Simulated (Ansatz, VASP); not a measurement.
**One calculation of ZrB, two programs**

INCAR

```
ALGO = Normal
EDIFF = 1E-6
ENCUT = 520
GGA = PE
ISIF = 2
ISMEAR = 1
IVDW = 13
LASPH = T
LCHARG = T
LELF = T
LREAL = F
LVHAR = T
LWAVE = F
NBANDS = 14
NELM = 80
PREC = Accurate
SIGMA = 0.1
```

File KPOINTS:

```
k-points
0
Gamma
  10 10 10
```

File POSCAR:

```
ZrB
1.0
    0.0000000000      2.5044953680      2.5044953680
    2.5044953680      0.0000000000      2.5044953680
    2.5044953680      2.5044953680      0.0000000000
Zr B
1 1
Direct
    0.5000000000      0.5000000000      0.5000000000
    0.0000000000      0.0000000000      0.0000000000
```

Input for Ansatz:

```yaml
crystal:
  lattice:
    - [0.0, 2.504495367972138, 2.504495367972138]
    - [2.504495367972138, 0.0, 2.504495367972138]
    - [2.504495367972138, 2.504495367972138, 0.0]
  atoms:
    - { symbol: Zr, position: [0.5, 0.5, 0.5] }
    - { symbol: B, position: [0.0, 0.0, 0.0] }
basis:
  ecutwfc: 489.804952427784
kpoints:
  mp_grid:
    grid: [10, 10, 10]
hamiltonian:
  xc: pbe
  dispersion: d4
scf:
  max_iter: 80
  occupations:
    method: cold
    width: 0.1
output:
  stress: true
```

Alike in both runs: task single point; functional PBE; dispersion D4; k mesh 10 × 10 × 10; no spin polarisation.

|  | VASP | Ansatz |
| --- | --- | --- |
| version | VASP 6.6.1 | Ansatz 0.2.0 |
| potentials or method | VASP PAW PBE potentials, release 64 (Zr_sv, B), cutoff 520 eV | plane waves, PAW |
| occupations | methfessel-paxton of order 1, width 0.1 eV | cold, width 0.1 eV |
| valence electrons in the cell | 15 | 15 |

VASP gave:

| Property | Result |
| --- | --- |
| pressure (GPa) | -11.8 |

What did Ansatz give for the same quantities?

Pressure (GPa): -11.9.
